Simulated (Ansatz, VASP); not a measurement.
# One calculation of La, two programs

File INCAR:

```
  ALGO = Normal
  EDIFF = 1E-6
  ENCUT = 500
  GGA = PE
  GGA_COMPAT = False
  ISIF = 2
  ISMEAR = -1
  LASPH = True
  LCHARG = False
  LMAXMIX = 6
  LREAL = False
  LWAVE = False
  NBANDS = 12
  NELM = 200
  PREC = Accurate
  SIGMA = 0.08
```

Contents of KPOINTS:

```
k-points
0
Gamma
  12 12 12
```

POSCAR

```
La
1.0
    3.1548589807      0.0000000000      0.0000000000
    0.0000000000      3.1548589807      0.0000000000
    0.0000000000      0.0000000000      3.1548589807
La
1
Direct
    0.0000000000      0.0000000000      0.0000000000
```

Input for Ansatz:

```yaml
crystal:
  lattice:
    - [3.1548589807, 0.0, 0.0]
    - [0.0, 3.1548589807, 0.0]
    - [0.0, 0.0, 3.1548589807]
  atoms:
    - { symbol: La, position: [0.0, 0.0, 0.0] }
kpoints:
  mp_grid: { grid: [12, 12, 12] }
scf:
  occupations: { method: fermi_dirac, width: 0.08 }
hamiltonian:
  xc: pbe
  pseudopotentials: { kind: all_electron, lapw: { basis_error: 0.001 } }
output:
  forces: true
  stress: true
  eigenvalues: true
  populations: true
```

Change from the starting cell: volume scaled by 0.85, LAPW.

Alike in both runs: task single point; functional PBE; k mesh 12 × 12 × 12; occupations fermi-dirac, width 0.08 eV; no spin polarisation.

|  | VASP | Ansatz |
| --- | --- | --- |
| version | VASP 6.6.1 | Ansatz 0.2.0 |
| potentials or method | VASP PAW PBE potentials, release 64 (La), cutoff 500 eV | all-electron LAPW, scalar-relativistic |

```csv
,VASP,Ansatz,Ansatz less VASP
pressure (GPa),5.0,5.0,-0.01
```

Ansatz ran all-electron here, and VASP with PAW potentials.

Spin-orbit coupling is off throughout.
